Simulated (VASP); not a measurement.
Runs of VASP 6.6.1 on HgF3. The structure is that of space group Pm-3m (No. 221), or close to it. The cells are those of the table. 

```tsv
task	cell	cutoff (eV)	gap on the mesh (eV)	pressure (GPa)
single point	a = 3.404 Å, 4 atoms	520	none	21.1
single point	a = 3.473 Å, 4 atoms	520	none	(a)
relaxation of cell and atoms	relaxed to 30 GPa from a = 3.610 Å, 4 atoms	600	none	29.9
relaxation of cell and atoms	relaxed to 10 GPa from a = 3.610 Å, 4 atoms	600	none	10.0
relaxation of cell and atoms	relaxed to 20 GPa from a = 3.610 Å, 4 atoms	600	none	19.9
single point	a = 3.351 Å, 4 atoms	520	none	31.6
relaxation of cell and atoms	relaxed from a = 3.610 Å, 4 atoms	600	none	-0.1
single point	a = 3.571 Å, 4 atoms	520	none	0.3
```

Alike in all rows: level PBEsol; potentials or basis VASP PAW PBE potentials, release 64 (Hg, F); no spin polarisation; k mesh 7 × 7 × 7; smearing fermi-dirac 0.05 eV.

Task: Fill in the values left out.

Result: (a) 10.7.

Caveats: the PAW data sets were made with another functional, which shifts forces and pressure a little; spin-orbit coupling is left out, which moves the levels of the heavy elements; an odd number of electrons without spin polarisation forces a metal; a magnetic or distorted state may lie lower; the cell is relaxed towards a set pressure, so the enthalpy falls and the energy may rise (some runs).

A k mesh can miss the band edges, and the runs leave out spin-orbit coupling on Hg.

A gap of «none» marks levels without a gap at the run's occupations.
